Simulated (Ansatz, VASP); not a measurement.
Two plane-wave programs on SiSn2

```
Si Sn
1.0
     4.43415    0.00000    0.00000
    -2.21708    3.84009    0.00000
     0.00000    0.00000   10.82021
Si Sn
2 4
Cartesian
  0.0000 0.0000 4.2264
  0.0000 0.0000 6.5939
  0.0000 2.5601 0.5604
  2.2171 1.2800 7.3949
  0.0000 2.5601 3.4253
  2.2171 1.2800 10.2598
```

Alike in both runs: functional PBE; k mesh 6 × 6 × 2; occupations gaussian, width 0.1 eV; no spin polarisation.

Ansatz relaxed the structure, and its values are those at the end. VASP's run is a single point on that final structure, the one shown.

|  | VASP | Ansatz |
| --- | --- | --- |
| version | VASP 6.6.1 | Ansatz 0.2.0 |
| potentials or method | VASP PAW PBE potentials, release 64 (Si, Sn_d), cutoff 520 eV | scalar-relativistic, plane waves, PAW |
| valence electrons in the cell | 64 | 64 |

```csv
,VASP,Ansatz,Ansatz less VASP
gap on the k mesh at the Fermi level (eV),none,none,-
pressure (GPa),0.0,0.1,+0.06
rms of the force components (eV/Å),0.011,0.011,-0.0002
```

A gap of «none» marks a metal or a gap that the smearing closes.
